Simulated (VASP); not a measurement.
# HfSiO4 (I4_1/amd) in VASP: single point with PBE

Aim: the single point of HfSiO4 with PBE.

Everything below comes from runs of VASP 6.6.1. Logs are shortened: lines on timing, memory, paths and dates and some standing lists are left out, and cuts for length are marked.

## (1) The cell of the first run

It takes space group I4_1/amd (No. 141, tetragonal). Conventional cell: a = 6.524 Å, b = 6.524 Å, c = 5.923 Å, α = 90.00°, β = 90.00°, γ = 90.00°. Hf (site symmetry -4m2) has 8 O at 2.09 to 2.25 Å within 2.8 Å. Within 2.2 Å of Si (site symmetry -4m2) lie 4 O at 1.62 Å. O (site symmetry m) has 1 Si at 1.62 Å and 2 Hf at 2.09 to 2.25 Å within 2.3 Å.

## (2) Single point, PBE (strained cell)

Input file INCAR:

```
SYSTEM = HfSiO4
PREC     = Accurate       ! precision mode
ENCUT    = 520            ! plane-wave cutoff, eV
EDIFF    = 1E-7           ! SCF threshold, eV
ISMEAR   = 0              ! smearing method
SIGMA    = 0.02           ! smearing width, eV
LREAL    = .False.        ! projectors in reciprocal space
LASPH    = .True.         ! aspherical terms in the spheres
NELM     = 60             ! most SCF steps
ALGO     = Normal         ! electronic algorithm
ISIF     = 2              ! what is computed and relaxed
LWAVE    = .False.        ! write WAVECAR
LCHARG   = .False.        ! write CHGCAR
GGA      = PE             ! functional
NBANDS   = 50             ! bands
```

Input file KPOINTS:

```
Automatic mesh
0
Gamma
  6 6 6
  0 0 0
```

Input file POSCAR:

```
HfSiO4
1.0
   -3.2619484603      3.2619484603      2.9616226129
    3.2619484603     -3.2619484603      2.9616226129
    3.2619484603      3.2619484603     -2.9616226129
Hf Si O
2 2 8
Direct
    0.0000000000      0.0000000000      0.0000000000
    0.7500000000      0.2500000000      0.5000000000
    0.2500000000      0.7500000000      0.5000000000
    0.5000000000      0.5000000000      0.0000000000
    0.1334722349      0.3194348886      0.8140373464
    0.0694348886      0.7553975422      0.6859626536
    0.0694348886      0.3834722349      0.3140373464
    0.5053975422      0.3194348886      0.1859626536
    0.6805651114      0.4946024578      0.8140373464
    0.6165277651      0.9305651114      0.6859626536
    0.2446024578      0.9305651114      0.3140373464
    0.6805651114      0.8665277651      0.1859626536
```

Potentials or basis: VASP PAW PBE potentials, release 64 (Hf_pv, Si, O).

The run is started by

```bash
$ cat potpaw_PBE.64/Hf_pv/POTCAR potpaw_PBE.64/Si/POTCAR potpaw_PBE.64/O/POTCAR > POTCAR
$ mpirun -np 1 vasp_std > vasp.out
```

OUTCAR:

```text
SYSTEM = HfSiO4
   PREC = Accurate
   ENCUT = 520
   EDIFF = 1E-7
   ISMEAR = 0
   LREAL = .False.
   LASPH = .True.
   NELM = 60
   ISIF = 2
   GGA = PE

 ion  position               nearest neighbor table
   1  0.000  0.000  0.000-   7 2.09  10 2.09   6 2.09  11 2.09   5 2.25  12 2.25   8 2.25   9 2.25
                             4 2.96   4 2.96   2 3.58   2 3.58   2 3.58   2 3.58
   2  0.750  0.250  0.500-   5 2.09  12 2.09   9 2.09   8 2.09  10 2.25   7 2.25   6 2.25  11 2.25
                             3 2.96   3 2.96   1 3.58   1 3.58   1 3.58   1 3.58
   3  0.250  0.750  0.500-   6 1.62  11 1.62  10 1.62   7 1.62   2 2.96   2 2.96
   4  0.500  0.500  0.000-   8 1.62   9 1.62   5 1.62  12 1.62   1 2.96   1 2.96
   5  0.133  0.319  0.814-   4 1.62   2 2.09   1 2.25
   6  0.069  0.755  0.686-   3 1.62   1 2.09   2 2.25
   7  0.069  0.383  0.314-   3 1.62   1 2.09   2 2.25
   8  0.505  0.319  0.186-   4 1.62   2 2.09   1 2.25
   9  0.681  0.495  0.814-   4 1.62   2 2.09   1 2.25
  10  0.617  0.931  0.686-   3 1.62   1 2.09   2 2.25
  11  0.245  0.931  0.314-   3 1.62   1 2.09   2 2.25
  12  0.681  0.867  0.186-   4 1.62   2 2.09   1 2.25

  LATTYP: Found a body centered tetragonal cell.
 ALAT       =     6.5238969206
 C/A-ratio  =     0.9079305357

  Lattice vectors:

 A1 = (  -3.2619484603,   3.2619484603,   2.9616226129)
 A2 = (   3.2619484603,  -3.2619484603,   2.9616226129)
 A3 = (   3.2619484603,   3.2619484603,  -2.9616226129)

Analysis of symmetry for initial positions (statically):
=====================================================================
 Subroutine PRICEL returns:
 Original cell was already a primitive cell.

 Routine SETGRP: Setting up the symmetry group for a
 body centered tetragonal supercell.

 Subroutine GETGRP returns: Found 16 space group operations
 (whereof  8 operations were pure point group operations)
 out of a pool of 16 trial point group operations.

The static configuration has the point symmetry D_2d.
 The point group associated with its full space group is D_4h.

Analysis of symmetry for dynamics (positions and initial velocities):
=====================================================================
 Subroutine PRICEL returns:
 Original cell was already a primitive cell.

 Routine SETGRP: Setting up the symmetry group for a
 body centered tetragonal supercell.

 Subroutine GETGRP returns: Found 16 space group operations
 (whereof  8 operations were pure point group operations)
 out of a pool of 16 trial point group operations.

The dynamic configuration has the point symmetry D_2d.
 The point group associated with its full space group is D_4h.

 Subroutine INISYM returns: Found 16 space group operations
 (whereof  8 operations are pure point group operations),
 and found     1 'primitive' translations

----------------------------------------------------------------------------------------

                                     Primitive cell

  volume of cell :     126.0503

  direct lattice vectors                    reciprocal lattice vectors
    -3.261948460  3.261948460  2.961622613     0.000000000  0.153282618  0.168826372
     3.261948460 -3.261948460  2.961622613     0.153282618  0.000000000  0.168826372
     3.261948460  3.261948460 -2.961622613     0.153282618  0.153282618  0.000000000

  length of vectors
     5.481954398  5.481954398  5.481954398     0.228030491  0.228030491  0.216774357

  position of ions in fractional coordinates (direct lattice)
     0.000000000  0.000000000  0.000000000
     0.750000000  0.250000000  0.500000000
     0.250000000  0.750000000  0.500000000
     0.500000000  0.500000000  0.000000000
     0.133472235  0.319434889  0.814037346
     0.069434889  0.755397542  0.685962654
     0.069434889  0.383472235  0.314037346
     0.505397542  0.319434889  0.185962654
     0.680565111  0.494602458  0.814037346
     0.616527765  0.930565111  0.685962654
     0.244602458  0.930565111  0.314037346
     0.680565111  0.866527765  0.185962654

  ion indices of the primitive-cell ions
   primitive index   ion index
                 1           1
                 2           2
                 3           3
                 4           4
                 5           5
                 6           6
                 7           7
                 8           8
                 9           9
                10          10
                11          11
                12          12

----------------------------------------------------------------------------------------

 KPOINTS: Automatic mesh

Automatic generation of k-mesh.
 Grid dimensions read from file:
 generate k-points for:    6    6    6

 Generating k-lattice:

  Cartesian coordinates                     Fractional coordinates (reciprocal lattice)
     0.000000000  0.025547103  0.028137729     0.166666667 -0.000000000  0.000000000
     0.025547103  0.000000000  0.028137729    -0.000000000  0.166666667  0.000000000
     0.025547103  0.025547103  0.000000000     0.000000000  0.000000000  0.166666667

  Length of vectors
     0.038005082  0.038005082  0.036129060

  Shift w.r.t. Gamma in fractional coordinates (k-lattice)
     0.000000000  0.000000000  0.000000000

 Subroutine IBZKPT returns following result:
 ===========================================

 Found     30 irreducible k-points:

 Following reciprocal coordinates:
            Coordinates               Weight
  0.000000  0.000000  0.000000      1.000000
  0.166667  0.000000  0.000000      8.000000
  0.333333 -0.000000  0.000000      8.000000
  0.500000  0.000000  0.000000      4.000000
  0.166667  0.166667  0.000000      8.000000
  0.333333  0.166667  0.000000     16.000000
[... 16 lines left out ...]
 -0.333333 -0.333333  0.166667      8.000000
 -0.166667 -0.333333  0.166667      8.000000
 [... further k-points ...]
   k-points           NKPTS =     30   k-points in BZ     NKDIM =     30   number of bands    NBANDS=     50
   number of dos      NEDOS =    301   number of ions     NIONS =     12
   total plane-waves  NPLWV =  74088
   dimension x,y,z NGX =    42 NGY =   42 NGZ =   42
   dimension x,y,z NGXF=    84 NGYF=   84 NGZF=   84
   ions per type =               2   2   8
   NGX,Y,Z   is equivalent  to a cutoff of  12.74, 12.74, 12.74 a.u.
   NGXF,Y,Z  is equivalent  to a cutoff of  25.47, 25.47, 25.47 a.u.
 SYSTEM =  HfSiO4
   PREC   = accura    normal or accurate (medium, high low for compatibility)
   ISTART =      0    job   : 0-new  1-cont  2-samecut
   ICHARG =      2    charge: 1-file 2-atom 10-const
   ISPIN  =      1    spin polarized calculation?
   LNONCOLLINEAR =      F non collinear calculations
   LSORBIT =      F    spin-orbit coupling
   LASPH  =      T    aspherical Exc in radial PAW
   ENCUT  =  520.0 eV  38.22 Ry    6.18 a.u.  10.19 10.19 10.19*2*pi/ulx,y,z
   NELM   =     60;   NELMIN=  2; NELMDL= -5     # of ELM steps
   EDIFF  = 0.1E-06   stopping-criterion for ELM
   LREAL  =      F    real-space projection
   EDIFFG = 0.1E-05   stopping-criterion for IOM
   NSW    =      0    number of steps for IOM
   IBRION =     -1    ionic relax: 0-MD 1-quasi-New 2-CG
   NFREE  =      0    steps in history (QN), initial steepest desc. (CG)
   ISIF   =      2    stress and relaxation
   ISYM   =      2    0-nonsym 1-usesym 2-fastsym
   POTIM  = 0.5000    time-step for ionic-motion
   TEBEG  =    0.0;   TEEND  =   0.0 temperature during run
   PSTRESS=    0.0 pullay stress
   NELECT =      76.0000    total number of electrons
   NUPDOWN=      -1.0000    fix difference up-down
   EMIN   =  10.00;   EMAX   =-10.00  energy-range for DOS
   EFERMI =   0.00;   METHOD = LEGACY
   ISMEAR =     0;   SIGMA  =   0.02  broadening in eV -4-tet -1-fermi 0-gaus
   EFERMI_NEDOS =   21; number of points for ismear=-14 and -15
   IALGO  =     38    algorithm
   IMIX   =      4    mixing-type and parameters
     AMIX     =   0.40;   BMIX     =  1.00
     AMIX_MAG =   1.60;   BMIX_MAG =  1.00
  volume/ion in A,a.u.               =      10.50        70.89
  Fermi-wavevector in a.u.,A,eV,Ry     =   1.383029  2.613546 26.024818  1.912770
  Thomas-Fermi vector in A             =   2.507665
   LORBIT       =      0    0 simple, 1 ext, 2 COOP (PROOUT), +10 PAW based schemes
   GGA     = PE    functional components
   LHFCALC =     F    Hartree Fock is set to
   AEXX    =    0.0000 exact exchange contribution
   IVDW    =     0    specifies the selected vdW correction
   LEPSILON=     F    determine dielectric tensor
   LRPA    =     F    only Hartree local field effects (RPA)
 non-spin polarized calculation
 Gauss-broadening in eV      SIGMA  =   0.02
  energy-cutoff  :      520.00
  volume of cell :      126.05
 maximum number of plane-waves:      3418
 NGX is ok and might be reduce to    42
   NGX = 21   NGY = 21   NGZ = 21

 number of electron      75.9999988 magnetization

 Free energy of the ion-electron system (eV)
  ---------------------------------------------------
  ext. energy  EPLUGINS =         0.00000000
  ---------------------------------------------------
  free energy    TOTEN  =      -108.47814204 eV

  energy without entropy =     -108.47814204  energy(sigma->0) =     -108.47814204

 E-fermi :   3.6617     XC(G=0): -11.2074

 val. band max:        3.4965726242   @ k =   0.0000   0.0000   0.0000
 cond. band min:       9.0447207381   @ k =   0.3333   0.3333   0.1667
 fundamental gap:      5.5481481138
 Fermi energy:         3.6616978106

 k-point     1 :       0.0000    0.0000    0.0000
  band No.  band energies     occupation
      1     -25.7039      2.00000
      2     -25.7039      2.00000
      3     -25.6197      2.00000
      4     -25.6048      2.00000
      5     -25.5029      2.00000
      6     -25.5029      2.00000
[... 42 lines left out ...]
     49      12.9849      0.00000
     50      13.4791      0.00000
[... 1217 lines left out ...]
     49      12.6325      0.00000
     50      13.2451      0.00000

 [... further k-points ...]

------------------------ aborting loop because EDIFF is reached ----------------------------------------

  FORCE on cell =-STRESS in cart. coord.  units (eV):
  Direction    XX          YY          ZZ          XY          YZ          ZX
  --------------------------------------------------------------------------------------
  -------------------------------------------------------------------------------------
  Total        8.0174393      8.0174393      9.3668732      0.0000000      0.0000000      0.0000000
  in kB      101.9066125    101.9066125    119.0587521      0.0000000      0.0000000      0.0000000
  external PRESSURE =     107.6239923 kB  Pullay stress =       0.0000000 kB

 VOLUME and BASIS-vectors are now :
 -----------------------------------------------------------------------------
  energy-cutoff  :      520.00
  volume of cell :      126.05
      direct lattice vectors                 reciprocal lattice vectors
    -3.261948460  3.261948460  2.961622613     0.000000000  0.153282618  0.168826372
     3.261948460 -3.261948460  2.961622613     0.153282618  0.000000000  0.168826372
     3.261948460  3.261948460 -2.961622613     0.153282618  0.153282618  0.000000000

 POSITION                                       TOTAL-FORCE (eV/Angst)
 -----------------------------------------------------------------------------------
      0.00000      0.00000      0.00000        -0.000000      0.000000     -0.000000
      0.00000      3.26195      1.48081        -0.000000      0.000000     -0.000000
      3.26195      0.00000      1.48081        -0.000000      0.000000     -0.000000
      0.00000      0.00000      2.96162        -0.000000      0.000000     -0.000000
      3.26195      2.04875     -1.06953        -0.000000     -0.137703     -0.139901
      4.47515      0.00000      0.41128         0.137703      0.000000     -0.139901
      2.04875      0.00000      0.41128        -0.137703      0.000000     -0.139901
     -0.00000      1.21320      1.89209        -0.000000      0.137703     -0.139901
      2.04875      3.26195      1.06953        -0.137703      0.000000      0.139901
      3.26195      1.21320      2.55034         0.000000      0.137703      0.139901
      3.26195     -1.21320      2.55034        -0.000000     -0.137703      0.139901
      1.21320     -0.00000      4.03115         0.137703      0.000000      0.139901
 -----------------------------------------------------------------------------------
    total drift:                               -0.000000     -0.000000      0.000000

  FREE ENERGIE OF THE ION-ELECTRON SYSTEM (eV)
  ---------------------------------------------------
  free  energy   TOTEN  =      -108.4781420425 eV

  energy  without entropy=     -108.4781420425  energy(sigma->0) =     -108.47814204
```

Run time: 5.8 min. Hardware: 1 thread of AMD EPYC 7R13, shared host; peak memory 0.31 GiB.

Results:

```
Free energy            : -108.4781 eV
Pressure               : 10.8 GPa
Largest force          : 0.196 eV/Å
Band gap on the k mesh : 5.55 eV (least direct gap 5.93 eV)
```

Forces in eV/Å, atoms in the order of the input:
```
Hf   0.000  0.000  0.000
Hf   0.000  0.000  0.000
Si   0.000  0.000  0.000
Si   0.000  0.000  0.000
O    0.000 -0.138 -0.140
O    0.138  0.000 -0.140
O   -0.138  0.000 -0.140
O    0.000  0.138 -0.140
O   -0.138  0.000  0.140
O    0.000  0.138  0.140
O    0.000 -0.138  0.140
O    0.138  0.000  0.140
```

Levels at points of the mesh, in eV from the valence-band top:
```tsv
k point	band 36	band 37	band 38	band 39	band 40	band 41
(0.00, 0.00, 0.00)	-0.58	-0.58	0.00	5.96	6.25	6.38
(0.50, 0.00, 0.00)	-0.86	-0.28	-0.18	5.84	5.98	6.74
(0.50, 0.50, 0.00)	-0.96	-0.63	-0.63	5.55	5.55	6.68
(0.50, 0.50, 0.50)	-1.13	-0.88	-0.88	6.47	6.47	6.80
```

Caveat: the cell differs from its parent crystal (strained cell); the cell stands under pressure; spin-orbit coupling is left out, which moves the levels of the heavy elements. A k mesh can miss the band edges.
